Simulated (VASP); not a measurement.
# Cs5O3 (Pm-3m) in VASP: single point with PBE

Aim: the single point of Cs5O3 with PBE.

Program: VASP 6.6.1. These are calculated values, not measurements. Logs are shortened: lines on timing, memory, paths and dates and some standing lists are left out, and cuts for length are marked.

**1. The cell of the first run**

It takes space group Pm-3m (No. 221, cubic). The conventional cell has a = 6.575 Å, b = 6.575 Å, c = 6.575 Å, α = 90.00°, β = 90.00°, γ = 90.00°. Cs (site symmetry 4/mmm) has 2 Cs at 3.29 Å and 4 O at 3.29 Å within 4.3 Å. Within 4.3 Å of Cs (site symmetry m-3m) lie 6 O at 3.29 Å. Cs (site symmetry m-3m) has 6 Cs at 3.29 Å within 4.3 Å. Within 4.3 Å of O (site symmetry 4/mmm) lie 6 Cs at 3.29 Å.

The cell was built from a structure type or drawn by symmetry, and may not be a known phase.

**2. Single point, PBE, collinear spin, ferromagnetic start**

The input, INCAR:

```
SYSTEM = Cs5O3
PREC = Accurate ; ENCUT = 520
EDIFF = 1E-6 ; ISMEAR = 0
SIGMA = 0.1 ; LREAL = .False.
LASPH = .True. ; NELM = 150
ALGO = Normal ; ISIF = 2
LWAVE = .False. ; LCHARG = .False.
ISPIN = 2 ; MAGMOM = 0 0 0 0 0 1 1 1
LORBIT = 11 ; GGA = PE
NBANDS = 46
```

The input, KPOINTS:

```
regular mesh
0
Gamma
  4 4 4
  0 0 0
```

The input, POSCAR:

```
Cs5O3
1.0
    6.5746115584      0.0000000000      0.0000000000
    0.0000000000      6.5746115584      0.0000000000
    0.0000000000      0.0000000000      6.5746115584
Cs O
5 3
Direct
    0.5000000000      0.0000000000      0.0000000000
    0.0000000000      0.5000000000      0.0000000000
    0.0000000000      0.0000000000      0.5000000000
    0.5000000000      0.5000000000      0.5000000000
    0.0000000000      0.0000000000      0.0000000000
    0.0000000000      0.5000000000      0.5000000000
    0.5000000000      0.0000000000      0.5000000000
    0.5000000000      0.5000000000      0.0000000000
```

Potentials or basis: VASP PAW PBE potentials, release 64 (Cs_sv, O).

The run is started by

```
> cat potpaw_PBE.64/Cs_sv/POTCAR potpaw_PBE.64/O/POTCAR > POTCAR
> mpirun -np 1 vasp_std > vasp.out
```

OUTCAR:

```text
SYSTEM = Cs5O3
   PREC = Accurate
   ENCUT = 520
   EDIFF = 1E-6
   ISMEAR = 0
   LREAL = .False.
   LASPH = .True.
   NELM = 150
   ISIF = 2
   ISPIN = 2
   LORBIT = 11
   GGA = PE

 ion  position               nearest neighbor table
   1  0.500  0.000  0.000-
   2  0.000  0.500  0.000-
   3  0.000  0.000  0.500-
   4  0.500  0.500  0.500-
   5  0.000  0.000  0.000-
   6  0.000  0.500  0.500-
   7  0.500  0.000  0.500-
   8  0.500  0.500  0.000-

  LATTYP: Found a simple cubic cell.
 ALAT       =     6.5746115584

  Lattice vectors:

 A1 = (   6.5746115584,   0.0000000000,   0.0000000000)
 A2 = (   0.0000000000,   6.5746115584,   0.0000000000)
 A3 = (   0.0000000000,   0.0000000000,   6.5746115584)

Analysis of symmetry for initial positions (statically):
=====================================================================
 Subroutine PRICEL returns:
 Original cell was already a primitive cell.

 Routine SETGRP: Setting up the symmetry group for a
 simple cubic supercell.

 Subroutine GETGRP returns: Found 48 space group operations
 (whereof 48 operations were pure point group operations)
 out of a pool of 48 trial point group operations.

The static configuration has the point symmetry O_h .

Analysis of symmetry for dynamics (positions and initial velocities):
=====================================================================
 Subroutine PRICEL returns:
 Original cell was already a primitive cell.

 Routine SETGRP: Setting up the symmetry group for a
 simple cubic supercell.

 Subroutine GETGRP returns: Found 48 space group operations
 (whereof 48 operations were pure point group operations)
 out of a pool of 48 trial point group operations.

The dynamic configuration has the point symmetry O_h .

Analysis of structural, dynamic, and magnetic symmetry:
=====================================================================
 Subroutine PRICEL returns:
 Original cell was already a primitive cell.

 Routine SETGRP: Setting up the symmetry group for a
 simple cubic supercell.

 Subroutine GETGRP returns: Found 48 space group operations
 (whereof 48 operations were pure point group operations)
 out of a pool of 48 trial point group operations.

The overall configuration has the point symmetry O_h .

 Subroutine INISYM returns: Found 48 space group operations
 (whereof 48 operations are pure point group operations),
 and found     1 'primitive' translations

----------------------------------------------------------------------------------------

                                     Primitive cell

  volume of cell :     284.1910

  direct lattice vectors                    reciprocal lattice vectors
     6.574611558  0.000000000  0.000000000     0.152100241  0.000000000  0.000000000
     0.000000000  6.574611558  0.000000000     0.000000000  0.152100241  0.000000000
     0.000000000  0.000000000  6.574611558     0.000000000  0.000000000  0.152100241

  length of vectors
     6.574611558  6.574611558  6.574611558     0.152100241  0.152100241  0.152100241

  position of ions in fractional coordinates (direct lattice)
     0.500000000  0.000000000  0.000000000
     0.000000000  0.500000000  0.000000000
     0.000000000  0.000000000  0.500000000
     0.500000000  0.500000000  0.500000000
     0.000000000  0.000000000  0.000000000
     0.000000000  0.500000000  0.500000000
     0.500000000  0.000000000  0.500000000
     0.500000000  0.500000000  0.000000000

  ion indices of the primitive-cell ions
   primitive index   ion index
                 1           1
                 2           2
                 3           3
                 4           4
                 5           5
                 6           6
                 7           7
                 8           8

----------------------------------------------------------------------------------------

 KPOINTS: regular mesh

Automatic generation of k-mesh.
 Grid dimensions read from file:
 generate k-points for:    4    4    4

 Generating k-lattice:

  Cartesian coordinates                     Fractional coordinates (reciprocal lattice)
     0.038025060  0.000000000  0.000000000     0.250000000  0.000000000  0.000000000
     0.000000000  0.038025060  0.000000000     0.000000000  0.250000000  0.000000000
     0.000000000  0.000000000  0.038025060     0.000000000  0.000000000  0.250000000

  Length of vectors
     0.038025060  0.038025060  0.038025060

  Shift w.r.t. Gamma in fractional coordinates (k-lattice)
     0.000000000  0.000000000  0.000000000

 Subroutine IBZKPT returns following result:
 ===========================================

 Found     10 irreducible k-points:

 Following reciprocal coordinates:
            Coordinates               Weight
  0.000000  0.000000  0.000000      1.000000
  0.250000  0.000000  0.000000      6.000000
  0.500000  0.000000  0.000000      3.000000
  0.250000  0.250000  0.000000     12.000000
  0.500000  0.250000  0.000000     12.000000
  0.500000  0.500000  0.000000      3.000000
  0.250000  0.250000  0.250000      8.000000
  0.500000  0.250000  0.250000     12.000000
  0.500000  0.500000  0.250000      6.000000
  0.500000  0.500000  0.500000      1.000000
   k-points           NKPTS =     10   k-points in BZ     NKDIM =     10   number of bands    NBANDS=     46
   number of dos      NEDOS =    301   number of ions     NIONS =      8
   total plane-waves  NPLWV = 125000
   dimension x,y,z NGX =    50 NGY =   50 NGZ =   50
   dimension x,y,z NGXF=   100 NGYF=  100 NGZF=  100
   ions per type =               5   3
   NGX,Y,Z   is equivalent  to a cutoff of  12.64, 12.64, 12.64 a.u.
   NGXF,Y,Z  is equivalent  to a cutoff of  25.29, 25.29, 25.29 a.u.
 SYSTEM =  Cs5O3
   PREC   = accura    normal or accurate (medium, high low for compatibility)
   ISTART =      0    job   : 0-new  1-cont  2-samecut
   ICHARG =      2    charge: 1-file 2-atom 10-const
   ISPIN  =      2    spin polarized calculation?
   LNONCOLLINEAR =      F non collinear calculations
   LSORBIT =      F    spin-orbit coupling
   LASPH  =      T    aspherical Exc in radial PAW
   ENCUT  =  520.0 eV  38.22 Ry    6.18 a.u.  12.22 12.22 12.22*2*pi/ulx,y,z
   NELM   =    150;   NELMIN=  2; NELMDL= -5     # of ELM steps
   EDIFF  = 0.1E-05   stopping-criterion for ELM
   LREAL  =      F    real-space projection
   EDIFFG = 0.1E-04   stopping-criterion for IOM
   NSW    =      0    number of steps for IOM
   IBRION =     -1    ionic relax: 0-MD 1-quasi-New 2-CG
   NFREE  =      0    steps in history (QN), initial steepest desc. (CG)
   ISIF   =      2    stress and relaxation
   ISYM   =      2    0-nonsym 1-usesym 2-fastsym
   POTIM  = 0.5000    time-step for ionic-motion
   TEBEG  =    0.0;   TEEND  =   0.0 temperature during run
   PSTRESS=    0.0 pullay stress
   NELECT =      63.0000    total number of electrons
   NUPDOWN=      -1.0000    fix difference up-down
   EMIN   =  10.00;   EMAX   =-10.00  energy-range for DOS
   EFERMI =   0.00;   METHOD = LEGACY
   ISMEAR =     0;   SIGMA  =   0.10  broadening in eV -4-tet -1-fermi 0-gaus
   EFERMI_NEDOS =   21; number of points for ismear=-14 and -15
   IALGO  =     38    algorithm
   IMIX   =      4    mixing-type and parameters
     AMIX     =   0.40;   BMIX     =  1.00
     AMIX_MAG =   1.60;   BMIX_MAG =  1.00
  volume/ion in A,a.u.               =      35.52       239.73
  Fermi-wavevector in a.u.,A,eV,Ry     =   0.990798  1.872336 13.356564  0.981680
  Thomas-Fermi vector in A             =   2.122493
   LORBIT       =     11    0 simple, 1 ext, 2 COOP (PROOUT), +10 PAW based schemes
   GGA     = PE    functional components
   LHFCALC =     F    Hartree Fock is set to
   AEXX    =    0.0000 exact exchange contribution
   IVDW    =     0    specifies the selected vdW correction
   LEPSILON=     F    determine dielectric tensor
   LRPA    =     F    only Hartree local field effects (RPA)
 spin polarized calculation
 Gauss-broadening in eV      SIGMA  =   0.10
  energy-cutoff  :      520.00
  volume of cell :      284.19
 maximum number of plane-waves:      7689
 NGX is ok and might be reduce to    50
   NGX = 25   NGY = 25   NGZ = 25

 number of electron      62.9999972 magnetization       1.0151650

 Free energy of the ion-electron system (eV)
  ---------------------------------------------------
  ext. energy  EPLUGINS =         0.00000000
  ---------------------------------------------------
  free energy    TOTEN  =       -21.36836049 eV

  energy without entropy =      -21.33257928  energy(sigma->0) =      -21.35046989

 E-fermi :   1.6812     XC(G=0):  -7.8913

 val. band max:        1.6598883499   @ k =   0.2500   0.2500   0.2500
 cond. band min:       1.6833494637   @ k =   0.2500   0.2500   0.0000
 fundamental gap:      0.0234611138
 Fermi energy:         1.6811646365

 spin component 1

 k-point     1 :       0.0000    0.0000    0.0000
  band No.  band energies     occupation
      1     -23.8521      1.00000
      2     -21.0625      1.00000
      3     -21.0625      1.00000
      4     -20.9951      1.00000
      5     -18.9437      1.00000
      6     -13.4975      1.00000
[... 35 lines left out ...]
     42       5.8771      0.00000
     43       6.0871      0.00000

 k-point     2 :       0.2500    0.0000    0.0000
  band No.  band energies     occupation
      1     -23.8424      1.00000
      2     -21.0777      1.00000
      3     -21.0621      1.00000
      4     -21.0085      1.00000
      5     -18.9432      1.00000
      6     -13.5060      1.00000
[... 357 lines left out ...]
     42       6.0030      0.00000
     43       6.1754      0.00000

 k-point    10 :       0.5000    0.5000    0.5000
  band No.  band energies     occupation
      1     -23.7928      1.00000
      2     -21.0968      1.00000
      3     -21.0968      1.00000
      4     -21.0968      1.00000
      5     -18.9395      1.00000
      6     -13.5425      1.00000
[... 35 lines left out ...]
     42       6.0641      0.00000
     43       6.0641      0.00000
 Fermi energy:         1.6811646365

 spin component 2

 k-point     1 :       0.0000    0.0000    0.0000
  band No.  band energies     occupation
      1     -23.8675      1.00000
      2     -21.0719      1.00000
      3     -21.0719      1.00000
      4     -21.0044      1.00000
      5     -18.9267      1.00000
      6     -12.8855      1.00000
[... 35 lines left out ...]
     42       5.8568      0.00000
     43       6.1007      0.00000

 k-point     2 :       0.2500    0.0000    0.0000
  band No.  band energies     occupation
      1     -23.8578      1.00000
      2     -21.0872      1.00000
      3     -21.0716      1.00000
      4     -21.0179      1.00000
      5     -18.9263      1.00000
      6     -12.8958      1.00000
[... 357 lines left out ...]
     42       5.9701      0.00000
     43       6.1492      0.00000

 k-point    10 :       0.5000    0.5000    0.5000
  band No.  band energies     occupation
      1     -23.8082      1.00000
      2     -21.1066      1.00000
      3     -21.1066      1.00000
      4     -21.1066      1.00000
      5     -18.9232      1.00000
      6     -12.9404      1.00000
[... 35 lines left out ...]
     42       6.0517      0.00000
     43       6.0517      0.00000
 [bands above 43 left out]

------------------------ aborting loop because EDIFF is reached ----------------------------------------

  FORCE on cell =-STRESS in cart. coord.  units (eV):
  Direction    XX          YY          ZZ          XY          YZ          ZX
  --------------------------------------------------------------------------------------
  -------------------------------------------------------------------------------------
  Total        0.2019504      0.2019504      0.2019504      0.0000000     -0.0000000      0.0000000
  in kB        1.1385315      1.1385315      1.1385315      0.0000000     -0.0000000      0.0000000
  external PRESSURE =       1.1385315 kB  Pullay stress =       0.0000000 kB

 VOLUME and BASIS-vectors are now :
 -----------------------------------------------------------------------------
  energy-cutoff  :      520.00
  volume of cell :      284.19
      direct lattice vectors                 reciprocal lattice vectors
     6.574611558  0.000000000  0.000000000     0.152100241  0.000000000  0.000000000
     0.000000000  6.574611558  0.000000000     0.000000000  0.152100241  0.000000000
     0.000000000  0.000000000  6.574611558     0.000000000  0.000000000  0.152100241

 POSITION                                       TOTAL-FORCE (eV/Angst)
 -----------------------------------------------------------------------------------
      3.28731      0.00000      0.00000         0.000000      0.000000      0.000000
      0.00000      3.28731      0.00000         0.000000      0.000000      0.000000
      0.00000      0.00000      3.28731         0.000000      0.000000      0.000000
      3.28731      3.28731      3.28731         0.000000      0.000000      0.000000
      0.00000      0.00000      0.00000         0.000000      0.000000      0.000000
      0.00000      3.28731      3.28731         0.000000      0.000000      0.000000
      3.28731      0.00000      3.28731         0.000000      0.000000      0.000000
      3.28731      3.28731      0.00000         0.000000      0.000000      0.000000
 -----------------------------------------------------------------------------------
    total drift:                                0.000000      0.000000      0.000000

  FREE ENERGIE OF THE ION-ELECTRON SYSTEM (eV)
  ---------------------------------------------------
  free  energy   TOTEN  =       -21.3683604881 eV

  energy  without entropy=      -21.3325792828  energy(sigma->0) =      -21.35046989

 total charge

# of ion       s       p       d       tot
------------------------------------------
    1        1.837   4.691   0.062   6.589
    2        1.837   4.691   0.062   6.589
    3        1.837   4.691   0.062   6.589
    4        1.836   4.682   0.037   6.556
    5        1.837   4.718   0.083   6.639
    6        1.573   3.207   0.000   4.780
    7        1.573   3.207   0.000   4.780
    8        1.573   3.207   0.000   4.780
--------------------------------------------------
tot         13.902  33.093   0.307  47.303

 magnetization (x)

# of ion       s       p       d       tot
------------------------------------------
    1       -0.001  -0.002  -0.007  -0.010
    2       -0.001  -0.002  -0.007  -0.010
    3       -0.001  -0.002  -0.007  -0.010
    4       -0.001   0.026  -0.003   0.023
    5        0.000   0.001  -0.018  -0.016
    6        0.004   0.311   0.000   0.315
    7        0.004   0.311   0.000   0.315
    8        0.004   0.311   0.000   0.315
--------------------------------------------------
tot          0.009   0.954  -0.042   0.921
```

It took 9.3 min on 1 thread of Intel Xeon Platinum 8259CL at 2.50GHz (Skylake/Cascade Lake), shared host; peak memory 0.52 GiB.

What came out:

```yaml
Free_energy: -21.3684 eV
Pressure: 0.1 GPa
Band_gap_on_the_k_mesh: zero (filled and empty bands overlap)
Net_moment: 1.02 μB per cell
Site_moments: Cs -0.01, +0.02, -0.02 (each value once); O +0.32 μB
Valence_electrons_inside_the_program's_atomic_spheres: Cs 6.59, 6.56, 6.64 (each value once); O 4.78
```

Caveat: spin-orbit coupling is left out, which moves the levels of the heavy elements.
